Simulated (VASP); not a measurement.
**BN: relaxation of the atoms with PBE+D3(BJ)**

The system is BN, a slab with vacuum.

```
CELL_PARAMETERS angstrom
2.50876 0.00000 0.00000
-1.25438 2.17265 0.00000
0.00000 0.00000 17.50000
ATOMIC_POSITIONS crystal
B 0.00000 0.00000 0.25714
B 0.00000 0.00000 0.46166
N 0.66667 0.33333 0.25714
N 0.66667 0.33333 0.46166
```

```
Program                   : VASP 6.6.1
Task                      : relaxation of the atoms
Functional                : PBE
Dispersion                : D3(BJ)
Potentials or basis       : VASP PAW PBE potentials, release 64 (B, N)
Cutoff                    : 520 eV
k mesh                    : 12 × 12 × 1
Occupations               : gaussian, width 0.05 eV
Spin                      : no spin polarisation
Dipole correction         : yes
Atoms held fixed (from 0) : [0, 2, 1, 3]
Further INCAR settings    : ALGO = Normal; EDIFF = 1e-07; IBRION = 2; EDIFFG = -0.003; NSW = 40
```

The energy gained by relaxing is 0.1 meV/atom, the ionic steps are 24 and the band gap on the k mesh is 4.15 eV. The dispersion energy per atom is -0.100 eV.

The path:
| step | energy change (eV) | largest force on free atoms (eV/Å) | pressure (GPa) |
| --- | --- | --- | --- |
| 1 | 0.0000 | 0.0119 | -0.11 |
| 2 | 0.0000 | 0.0073 | -0.11 |
| 3 | 0.0000 | 0.0090 | -0.11 |
| 4 | 0.0000 | 0.0121 | -0.11 |
| 5 | 0.0000 | 0.0100 | -0.11 |
| 6 | 0.0000 | 0.0063 | -0.11 |
| 7 | 0.0000 | 0.0081 | -0.11 |
| 8 | 0.0000 | 0.0076 | -0.11 |
| 9 | 0.0000 | 0.0079 | -0.11 |
| 10 | 0.0000 | 0.0090 | -0.11 |
| 11 | -0.0001 | 0.0124 | -0.11 |
| 12 | -0.0001 | 0.0209 | -0.12 |
| 13 | -0.0001 | 0.0510 | -0.12 |
| 14 | -0.0001 | 0.0296 | -0.12 |
| 15 | -0.0001 | 0.0293 | -0.12 |
| 16 | -0.0001 | 0.0285 | -0.12 |
| 17 | -0.0001 | 0.0271 | -0.12 |
| 18 | -0.0002 | 0.0243 | -0.12 |
| 19 | -0.0002 | 0.0185 | -0.12 |
| 20 | -0.0002 | 0.0129 | -0.12 |
| 21 | -0.0002 | 0.0083 | -0.12 |
| 22 | -0.0002 | 0.0075 | -0.12 |
| 23 | -0.0002 | 0.0031 | -0.12 |
| 24 | -0.0002 | 0.0026 | -0.12 |

Final structure:
```
B N
1.0
     2.50876    0.00000    0.00000
    -1.25438    2.17265    0.00000
     0.00000    0.00000   17.50000
B N
2 2
Direct
  0.00000 0.00000 0.25714
  0.00000 0.00000 0.46409
  0.66667 0.33333 0.25711
  0.66667 0.33333 0.46413
```

Levels at points of the mesh, in eV from the valence-band top:
| k point | band 4 | band 5 | band 6 | band 7 | band 8 | band 9 | band 10 | band 11 | band 12 |
| --- | --- | --- | --- | --- | --- | --- | --- | --- | --- |
| (0.00, 0.00, 0.00) | -5.03 | -1.50 | -1.50 | -1.49 | -1.49 | 4.56 | 5.16 | 5.96 | 7.33 |
| (0.50, 0.00, 0.00) | -8.98 | -4.28 | -4.27 | -1.25 | -0.86 | 4.20 | 5.07 | 9.33 | 9.80 |

It took 9.7 min on 1 thread of Intel Xeon 8259CL, on a shared host, peak memory 0.23 GiB.
